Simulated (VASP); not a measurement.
A run of VASP 6.6.1 is set up as follows.

INCAR

```
SYSTEM = SrVO3
PREC = Accurate
ENCUT = 520
EDIFF = 1E-6
ISMEAR = -1
SIGMA = 0.1
LREAL = .FALSE.
LASPH = .TRUE.
NELM = 150
ALGO = Normal
ISIF = 2
LWAVE = .FALSE.
LCHARG = .FALSE.
ISPIN = 2
MAGMOM = 0 0.71 0 0 0
LORBIT = 11
NUPDOWN = 0.71
LMAXMIX = 4
LDAU = .TRUE.
LDAUTYPE = 2
LDAUL = -1 2 -1
LDAUU = 0 6.2 0
LDAUJ = 0 0 0
LDAUPRINT = 1
GGA = PE
NBANDS = 32
```

File KPOINTS:

```
Automatic mesh
0
G
  5 5 5
  0 0 0
```

The input POSCAR:

```
SrVO3
1.0
    3.8425000000      0.0000000000      0.0000000000
    0.0000000000      3.8425000000      0.0000000000
    0.0000000000      0.0000000000      3.8425000000
Sr V O
1 1 3
Direct
    0.0000000000      0.0000000000      0.0000000000
    0.5000000000      0.5000000000      0.5000000000
    0.5000000000      0.0000000000      0.5000000000
    0.0000000000      0.5000000000      0.5000000000
    0.5000000000      0.5000000000      0.0000000000
```

Potentials or basis: VASP PAW PBE potentials, release 64 (Sr_sv, V_sv, O).

Run with:

```bash
$ cat potpaw_PBE.64/Sr_sv/POTCAR potpaw_PBE.64/V_sv/POTCAR potpaw_PBE.64/O/POTCAR > POTCAR
$ mpirun -np 1 vasp_std > vasp.out
```

(1) What does it give for the pressure?

Results:

(1) 10.1 GPa.

Caveat: the total moment is fixed, so each spin has its own Fermi level.
